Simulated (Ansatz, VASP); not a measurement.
FePt: VASP beside Ansatz

```
Fe Pt
1.0
    -1.88293   -1.88293   -3.81393
    -1.88293   -3.81393   -1.88293
    -3.81393   -1.88293   -1.88293
Fe Pt
1 1
Cartesian
  0.0000 0.0000 0.0000
  -3.7899 -3.7899 -3.7899
```

Alike in both runs: task single point; functional PBE; k mesh 18 × 18 × 18; occupations gaussian, width 0.1 eV; collinear spin.

|  | VASP | Ansatz |
| --- | --- | --- |
| version | VASP 6.6.1 | Ansatz 0.2.0 |
| potentials or method | VASP PAW PBE potentials, release 64 (Fe, Pt), cutoff 520 eV | scalar-relativistic, plane waves, PAW |
| valence electrons in the cell | 18 | 34 |

Ansatz gave:

```
gap on the k mesh at the Fermi level (eV)                     : none
pressure (GPa)                                                : 0.0
net moment per atom (μB)                                      : 1.60
size of the moment on the site where the two differ most (μB) : 2.95
```

**Question.** Which values does VASP return?

**Answer.** gap on the k mesh at the Fermi level (eV): none; pressure (GPa): -15.1; net moment per atom (μB): 0.00; size of the moment on the site where the two differ most (μB): 0.00.

The net moments are unlike, so the other rows may belong to different states. Site moments also hang on the region over which each program counts them. A gap of «none» marks a metal or a gap that the smearing closes. VASP's potentials hold 18 valence electrons a cell and Ansatz's 34, so a difference there can come from the potentials and not from the codes.

Neither program's run includes spin-orbit coupling.
